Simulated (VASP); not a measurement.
# Cu (I4/mmm) in VASP: further runs

The runs below take Cu through single point, with r2SCAN.

Program: VASP 6.6.1. These are calculated values, not measurements. Logs are shortened: lines on timing, memory, paths and dates and some standing lists are left out, and cuts for length are marked.

## 1. The cell of the first run

It takes space group I4/mmm (No. 139, tetragonal). The conventional cell has a = 2.895 Å, b = 2.895 Å, c = 2.793 Å, α = 90.00°, β = 90.00°, γ = 90.00°. Within 3.3 Å of Cu (site symmetry 4/mmm) lie 14 Cu at 2.48 to 2.90 Å.

## 2. Single point, r2SCAN (strain along c alone, the other axes held: +2.0 %)

POSCAR

```
Cu
1.0
    2.8953822153      0.0000000000      0.0000000000
    0.0000000000      2.8953822153      0.0000000000
    0.0000000000      0.0000000000      2.7934006095
Cu
2
Direct
    0.0000000000      0.0000000000      0.0000000000
    0.5000000000      0.5000000000      0.5000000000
```

INCAR.step1

```
PREC = Accurate ; ENCUT = 520
ISMEAR = 0 ; SIGMA = 0.1
LREAL = False ; LASPH = True
NELM = 80 ; NBANDS = 18
GGA = PE ; ALGO = Normal
EDIFF = 1E-4 ; LWAVE = True
LCHARG = False
```

INCAR.step2

```
PREC = Accurate ; ENCUT = 520
EDIFF = 1E-7 ; ISMEAR = 0
SIGMA = 0.1 ; LREAL = False
LASPH = True ; NELM = 80
ALGO = Normal ; ISIF = 2
LWAVE = False ; LCHARG = False
METAGGA = R2SCAN ; LMIXTAU = True
NBANDS = 18 ; ISTART = 1
```

KPOINTS

```
regular mesh
0
Gamma
  18 18 18
```

Potentials or basis: VASP PAW PBE potentials, release 64 (Cu).

Launch:

```bash
cat potpaw_PBE.64/Cu/POTCAR > POTCAR
cp INCAR.step1 INCAR
mpirun -np 1 vasp_std > vasp.out
cp INCAR.step2 INCAR
mpirun -np 1 vasp_std > vasp.out
```

OUTCAR:

```text
PREC = Accurate
   ENCUT = 520
   EDIFF = 1E-7
   ISMEAR = 0
   LREAL = False
   LASPH = True
   NELM = 80
   ISIF = 2
   METAGGA = R2SCAN
   ISTART = 1

 ion  position               nearest neighbor table
   1  0.000  0.000  0.000-   2 2.48   2 2.48   2 2.48   2 2.48   2 2.48   2 2.48   2 2.48   2 2.48

   2  0.500  0.500  0.500-   1 2.48   1 2.48   1 2.48   1 2.48   1 2.48   1 2.48   1 2.48   1 2.48

  LATTYP: Found a simple tetragonal cell.
 ALAT       =     2.8953822153
 C/A-ratio  =     0.9647778434

  Lattice vectors:

 A1 = (   2.8953822153,   0.0000000000,   0.0000000000)
 A2 = (   0.0000000000,   2.8953822153,   0.0000000000)
 A3 = (   0.0000000000,   0.0000000000,   2.7934006095)

Analysis of symmetry for initial positions (statically):
=====================================================================
 Subroutine PRICEL returns following result:

  LATTYP: Found a body centered tetragonal cell.
 ALAT       =     2.8953822153
 C/A-ratio  =     0.9647778434

  Lattice vectors:

 A1 = (  -1.4476911077,  -1.4476911076,  -1.3967003047)
 A2 = (   1.4476911077,   1.4476911076,  -1.3967003047)
 A3 = (   1.4476911077,  -1.4476911077,   1.3967003047)

   2 primitive cells build up your supercell.

 Routine SETGRP: Setting up the symmetry group for a
 simple tetragonal supercell.

 Subroutine GETGRP returns: Found 16 space group operations
 (whereof 16 operations were pure point group operations)
 out of a pool of 16 trial point group operations.

The static configuration has the point symmetry D_4h.

Analysis of symmetry for dynamics (positions and initial velocities):
=====================================================================
 Subroutine PRICEL returns following result:

  LATTYP: Found a body centered tetragonal cell.
 ALAT       =     2.8953822153
 C/A-ratio  =     0.9647778434

  Lattice vectors:

 A1 = (  -1.4476911077,  -1.4476911076,  -1.3967003047)
 A2 = (   1.4476911077,   1.4476911076,  -1.3967003047)
 A3 = (   1.4476911077,  -1.4476911077,   1.3967003047)

   2 primitive cells build up your supercell.

 Routine SETGRP: Setting up the symmetry group for a
 simple tetragonal supercell.

 Subroutine GETGRP returns: Found 16 space group operations
 (whereof 16 operations were pure point group operations)
 out of a pool of 16 trial point group operations.

The dynamic configuration has the point symmetry D_4h.

 Subroutine INISYM returns: Found 16 space group operations
 (whereof 16 operations are pure point group operations),
 and found     2 'primitive' translations

----------------------------------------------------------------------------------------

                                     Primitive cell

  volume of cell :      11.7089

  direct lattice vectors                    reciprocal lattice vectors
    -1.447691108 -1.447691108 -1.396700305    -0.000000000 -0.345377545 -0.357986605
     1.447691108  1.447691108 -1.396700305     0.345377545  0.000000000 -0.357986605
     1.447691108 -1.447691108  1.396700305     0.345377545 -0.345377545  0.000000000

  length of vectors
     2.478384721  2.478384721  2.478384721     0.497433470  0.497433470  0.488437608

  position of ions in fractional coordinates (direct lattice)
     0.000000000  0.000000000  0.000000000

  ion indices of the primitive-cell ions
   primitive index   ion index
                 1           1

----------------------------------------------------------------------------------------

 KPOINTS: regular mesh

Automatic generation of k-mesh.
 Grid dimensions read from file:
 generate k-points for:   18   18   18

 Generating k-lattice:

  Cartesian coordinates                     Fractional coordinates (reciprocal lattice)
     0.019187641  0.000000000  0.000000000     0.055555556  0.000000000  0.000000000
     0.000000000  0.019187641  0.000000000     0.000000000  0.055555556  0.000000000
     0.000000000  0.000000000  0.019888145     0.000000000  0.000000000  0.055555556

  Length of vectors
     0.019187641  0.019187641  0.019888145

  Shift w.r.t. Gamma in fractional coordinates (k-lattice)
     0.000000000  0.000000000  0.000000000

 Subroutine IBZKPT returns following result:
 ===========================================

 Found    550 irreducible k-points:

 Following reciprocal coordinates:
            Coordinates               Weight
  0.000000  0.000000  0.000000      1.000000
  0.055556  0.000000  0.000000      4.000000
  0.111111  0.000000  0.000000      4.000000
  0.166667  0.000000  0.000000      4.000000
  0.222222  0.000000  0.000000      4.000000
  0.277778  0.000000  0.000000      4.000000
[... 16 lines left out ...]
  0.277778  0.111111  0.000000      8.000000
  0.333333  0.111111  0.000000      8.000000
 [... further k-points ...]
   k-points           NKPTS =    550   k-points in BZ     NKDIM =    550   number of bands    NBANDS=     18
   number of dos      NEDOS =    301   number of ions     NIONS =      2
   total plane-waves  NPLWV =  13824
   dimension x,y,z NGX =    24 NGY =   24 NGZ =   24
   dimension x,y,z NGXF=    48 NGYF=   48 NGZF=   48
   ions per type =               2
   NGX,Y,Z   is equivalent  to a cutoff of  13.78, 13.78, 14.28 a.u.
   NGXF,Y,Z  is equivalent  to a cutoff of  27.56, 27.56, 28.57 a.u.
 SYSTEM =  unknown system
   PREC   = accura    normal or accurate (medium, high low for compatibility)
   ISTART =      1    job   : 0-new  1-cont  2-samecut
   ICHARG =      0    charge: 1-file 2-atom 10-const
   ISPIN  =      1    spin polarized calculation?
   LNONCOLLINEAR =      F non collinear calculations
   LSORBIT =      F    spin-orbit coupling
   LASPH  =      T    aspherical Exc in radial PAW
   ENCUT  =  520.0 eV  38.22 Ry    6.18 a.u.   5.38  5.38  5.19*2*pi/ulx,y,z
   NELM   =     80;   NELMIN=  2; NELMDL=  0     # of ELM steps
   EDIFF  = 0.1E-06   stopping-criterion for ELM
   LREAL  =      F    real-space projection
   EDIFFG = 0.1E-05   stopping-criterion for IOM
   NSW    =      0    number of steps for IOM
   IBRION =     -1    ionic relax: 0-MD 1-quasi-New 2-CG
   NFREE  =      0    steps in history (QN), initial steepest desc. (CG)
   ISIF   =      2    stress and relaxation
   ISYM   =      2    0-nonsym 1-usesym 2-fastsym
   POTIM  = 0.5000    time-step for ionic-motion
   TEBEG  =    0.0;   TEEND  =   0.0 temperature during run
   PSTRESS=    0.0 pullay stress
   NELECT =      22.0000    total number of electrons
   NUPDOWN=      -1.0000    fix difference up-down
   EMIN   =  10.00;   EMAX   =-10.00  energy-range for DOS
   EFERMI =   0.00;   METHOD = LEGACY
   ISMEAR =     0;   SIGMA  =   0.10  broadening in eV -4-tet -1-fermi 0-gaus
   EFERMI_NEDOS =   21; number of points for ismear=-14 and -15
   IALGO  =     38    algorithm
   IMIX   =      4    mixing-type and parameters
     AMIX     =   0.40;   BMIX     =  1.00
     AMIX_MAG =   1.60;   BMIX_MAG =  1.00
  volume/ion in A,a.u.               =      11.71        79.02
  Fermi-wavevector in a.u.,A,eV,Ry     =   1.603371  3.029932 34.977842  2.570799
  Thomas-Fermi vector in A             =   2.700044
   LORBIT       =      0    0 simple, 1 ext, 2 COOP (PROOUT), +10 PAW based schemes
   METAGGA = R2SCAN    functional components
   LHFCALC =     F    Hartree Fock is set to
   AEXX    =    0.0000 exact exchange contribution
   IVDW    =     0    specifies the selected vdW correction
   LEPSILON=     F    determine dielectric tensor
   LRPA    =     F    only Hartree local field effects (RPA)
 non-spin polarized calculation
 Gauss-broadening in eV      SIGMA  =   0.10
  energy-cutoff  :      520.00
  volume of cell :       23.42
 maximum number of plane-waves:       647
 NGX is ok and might be reduce to    24
   NGX = 11   NGY = 11   NGZ = 11

 number of electron      21.9999997 magnetization

 Free energy of the ion-electron system (eV)
  ---------------------------------------------------
  ext. energy  EPLUGINS =         0.00000000
  ---------------------------------------------------
  free energy    TOTEN  =       -21.58101345 eV

  energy without entropy =      -21.57735699  energy(sigma->0) =      -21.57918522

 E-fermi :   7.5017     XC(G=0): -13.8061

 val. band max:        7.5014537894   @ k =   0.3889   0.2778   0.3333
 cond. band min:       7.5092516420   @ k =   0.4444   0.0000   0.3333
 fundamental gap:      0.0077978526
 Fermi energy:         7.5017274790

 k-point     1 :       0.0000    0.0000    0.0000
  band No.  band energies     occupation
      1      -2.2282      2.00000
      2       2.6225      2.00000
      3       2.6613      2.00000
      4       4.1734      2.00000
      5       4.3151      2.00000
      6       4.3151      2.00000
[... 10 lines left out ...]
     17      24.6406      0.00000
     18      33.2762      0.00000

 k-point     2 :       0.0556    0.0000    0.0000
  band No.  band energies     occupation
      1      -2.1674      2.00000
      2       2.6400      2.00000
      3       2.6799      2.00000
      4       4.1743      2.00000
      5       4.3158      2.00000
      6       4.3267      2.00000
[... 10 lines left out ...]
     17      24.8123      0.00000
     18      32.6753      0.00000

 k-point     3 :       0.1111    0.0000    0.0000
  band No.  band energies     occupation
      1      -1.9857      2.00000
      2       2.6883      2.00000
      3       2.7368      2.00000
      4       4.1777      2.00000
      5       4.3188      2.00000
      6       4.3614      2.00000
[... 10 lines left out ...]
     17      25.5039      0.00000
     18      31.4614      0.00000

 k-point     4 :       0.1667    0.0000    0.0000
  band No.  band energies     occupation
      1      -1.6861      2.00000
      2       2.7547      2.00000
      3       2.8330      2.00000
      4       4.1859      2.00000
      5       4.3261      2.00000
      6       4.4180      2.00000
[... 10 lines left out ...]
     17      26.9615      0.00000
     18      30.1535      0.00000

 k-point     5 :       0.2222    0.0000    0.0000
  band No.  band energies     occupation
      1      -1.2739      2.00000
      2       2.8214      2.00000
      3       2.9665      2.00000
      4       4.2019      2.00000
      5       4.3408      2.00000
      6       4.4950      2.00000
[... 10 lines left out ...]
     17      28.8957      0.00000
     18      28.9565      0.00000

 k-point     6 :       0.2778    0.0000    0.0000
  band No.  band energies     occupation
      1      -0.7580      2.00000
      2       2.8626      2.00000
      3       3.1319      2.00000
      4       4.2300      2.00000
      5       4.3666      2.00000
      6       4.5900      2.00000
[... 10 lines left out ...]
     17      27.7196      0.00000
     18      27.7308      0.00000

 k-point     7 :       0.3333    0.0000    0.0000
  band No.  band energies     occupation
      1      -0.1529      2.00000
      2       2.8388      2.00000
      3       3.3231      2.00000
      4       4.2744      2.00000
      5       4.4077      2.00000
      6       4.6251      2.00000
[... 10 lines left out ...]
     17      26.2750      0.00000
     18      26.6732      0.00000

 k-point     8 :       0.3889    0.0000    0.0000
  band No.  band energies     occupation
      1       0.5170      2.00000
      2       2.6945      2.00000
      3       3.5337      2.00000
      4       4.3392      2.00000
      5       4.4256      2.00000
      6       4.4676      2.00000
[... 10 lines left out ...]
     17      25.0398      0.00000
     18      25.7273      0.00000
[... 229 lines left out ...]
     17      25.0518      0.00000
     18      25.0518      0.00000

 k-point    20 :       0.1111    0.1111    0.0000
  band No.  band energies     occupation
      1      -1.7462      2.00000
      2       2.7672      2.00000
      3       2.7962      2.00000
      4       4.1734      2.00000
      5       4.2343      2.00000
      6       4.4938      2.00000
[... 10 lines left out ...]
     17      26.1364      0.00000
     18      28.7996      0.00000

 k-point    21 :       0.1667    0.1111    0.0000
  band No.  band energies     occupation
      1      -1.4507      2.00000
      2       2.8411      2.00000
      3       2.8805      2.00000
      4       4.1715      2.00000
      5       4.2024      2.00000
      6       4.5867      2.00000
[... 10 lines left out ...]
     17      27.2792      0.00000
     18      27.3486      0.00000

 k-point    22 :       0.2222    0.1111    0.0000
  band No.  band energies     occupation
      1      -1.0450      2.00000
      2       2.9040      2.00000
      3       3.0096      2.00000
      4       4.1735      2.00000
      5       4.1853      2.00000
      6       4.6912      2.00000
[... 10 lines left out ...]
     17      25.8077      0.00000
     18      29.2250      0.00000

 k-point    23 :       0.2778    0.1111    0.0000
  band No.  band energies     occupation
      1      -0.5389      2.00000
      2       2.9390      2.00000
      3       3.1680      2.00000
      4       4.1801      2.00000
      5       4.1855      2.00000
      6       4.8061      2.00000
[... 10 lines left out ...]
     17      25.3737      0.00000
     18      29.3048      0.00000

 k-point    24 :       0.3333    0.1111    0.0000
  band No.  band energies     occupation
      1       0.0515      2.00000
      2       2.9082      2.00000
      3       3.3470      2.00000
      4       4.1841      2.00000
      5       4.2058      2.00000
      6       4.7695      2.00000
[... 10 lines left out ...]
     17      25.8583      0.00000
     18      27.8390      0.00000

 [... further k-points ...]

------------------------ aborting loop because EDIFF is reached ----------------------------------------

  FORCE on cell =-STRESS in cart. coord.  units (eV):
  Direction    XX          YY          ZZ          XY          YZ          ZX
  --------------------------------------------------------------------------------------
  -------------------------------------------------------------------------------------
  Total       -0.3194609     -0.3194609     -0.3646667      0.0000000     -0.0000000     -0.0000000
  in kB      -21.8566324    -21.8566324    -24.9494894      0.0000000     -0.0000000     -0.0000000
  external PRESSURE =     -22.8875847 kB  Pullay stress =       0.0000000 kB

 VOLUME and BASIS-vectors are now :
 -----------------------------------------------------------------------------
  energy-cutoff  :      520.00
  volume of cell :       23.42
      direct lattice vectors                 reciprocal lattice vectors
     2.895382215  0.000000000  0.000000000     0.345377545  0.000000000  0.000000000
     0.000000000  2.895382215  0.000000000     0.000000000  0.345377545  0.000000000
     0.000000000  0.000000000  2.793400609     0.000000000  0.000000000  0.357986605

 POSITION                                       TOTAL-FORCE (eV/Angst)
 -----------------------------------------------------------------------------------
      0.00000      0.00000      0.00000         0.000000     -0.000000     -0.000000
      1.44769      1.44769      1.39670        -0.000000      0.000000      0.000000
 -----------------------------------------------------------------------------------
    total drift:                                0.000000      0.000000     -0.000000

  FREE ENERGIE OF THE ION-ELECTRON SYSTEM (eV)
  ---------------------------------------------------
  free  energy   TOTEN  =       -21.5810134501 eV

  energy  without entropy=      -21.5773569943  energy(sigma->0) =      -21.57918522
```

Wall time 14 min (1 thread of Intel Xeon 8259CL, shared host); peak memory 0.3 GiB.

What came out:

- Free energy: -21.5810 eV
- Pressure: -2.3 GPa
- Band gap on the k mesh: zero (bands 11 and 12 overlap by 8.06 eV)

Caveat: the cell differs from its parent crystal (strain along c alone, the other axes held: +2.0 %); the PAW data sets were made with another functional, which shifts forces and pressure a little.

## 3. Single point, r2SCAN (strain along c alone, the other axes held: +3.0 %)

POSCAR, as its differences from that of step 2:

```diff
@@ -4,3 +4,3 @@
     0.0000000000      2.8953822153      0.0000000000
-    0.0000000000      0.0000000000      2.7934006095
+    0.0000000000      0.0000000000      2.8207868899
 Cu
```

INCAR.step1

```
SYSTEM = Cu
ALGO = Normal
EDIFF = 1E-4
ENCUT = 520
GGA = PE
ISMEAR = 0
LASPH = .TRUE.
LCHARG = .FALSE.
LREAL = .FALSE.
LWAVE = .TRUE.
NBANDS = 18
NELM = 100
PREC = Accurate
SIGMA = 0.1
```

INCAR.step2

```
SYSTEM = Cu
ALGO = Normal
EDIFF = 1E-6
ENCUT = 520
ISIF = 2
ISMEAR = 0
ISTART = 1
LASPH = .TRUE.
LCHARG = .FALSE.
LMIXTAU = .TRUE.
LREAL = .FALSE.
LWAVE = .FALSE.
METAGGA = R2SCAN
NBANDS = 18
NELM = 100
PREC = Accurate
SIGMA = 0.1
```

KPOINTS

```
k-points
0
G
  18 18 18
  0 0 0
```

Potentials or basis: VASP PAW PBE potentials, release 64 (Cu).

Launch:

```bash
cat potpaw_PBE.64/Cu/POTCAR > POTCAR
cp INCAR.step1 INCAR
mpirun -np 1 vasp_std > vasp.out
cp INCAR.step2 INCAR
mpirun -np 1 vasp_std > vasp.out
```

Run time: 10 min. Hardware: 1 thread of Intel Xeon 8259CL, shared host; peak memory 0.3 GiB.

It converged, with:

```
Free energy            : -21.5765 eV
Pressure               : -3.8 GPa
Band gap on the k mesh : zero (bands 11 and 12 overlap by 8.04 eV)
```

Stress tensor (GPa, compression positive):
```
-3.63  0.00  0.00
 0.00 -3.63  0.00
 0.00  0.00 -4.06
```

Levels at points of the mesh, in eV from the Fermi level:
| k point | band 7 | band 8 | band 9 | band 10 | band 11 | band 12 | band 13 | band 14 | band 15 | band 16 |
| --- | --- | --- | --- | --- | --- | --- | --- | --- | --- | --- |
| (0.00, 0.00, 0.00) | -2.26 | -2.15 | -1.63 | -1.63 | -1.60 | 8.31 | 8.31 | 9.35 | 13.69 | 14.14 |
| (0.50, 0.00, 0.00) | -2.84 | -2.84 | -2.40 | -2.40 | -1.43 | -1.43 | 14.82 | 14.82 | 15.79 | 15.79 |
| (0.50, 0.50, 0.00) | -2.12 | -2.12 | -1.46 | -1.46 | -0.74 | -0.74 | 4.39 | 4.39 | 18.72 | 18.72 |
| (0.00, 0.00, 0.50) | -2.94 | -2.94 | -2.43 | -2.43 | -1.22 | -1.22 | 15.11 | 15.11 | 15.11 | 15.11 |
| (0.50, 0.00, 0.50) | -2.05 | -2.05 | -1.44 | -1.44 | -0.54 | -0.54 | 4.68 | 4.68 | 18.03 | 18.03 |
| (0.50, 0.50, 0.50) | -2.09 | -2.09 | -2.04 | -2.04 | 6.61 | 6.61 | 6.79 | 6.79 | 6.79 | 6.79 |

Caveat: the cell differs from its parent crystal (strain along c alone, the other axes held: +3.0 %); the cell stands under tension; the PAW data sets were made with another functional, which shifts forces and pressure a little.
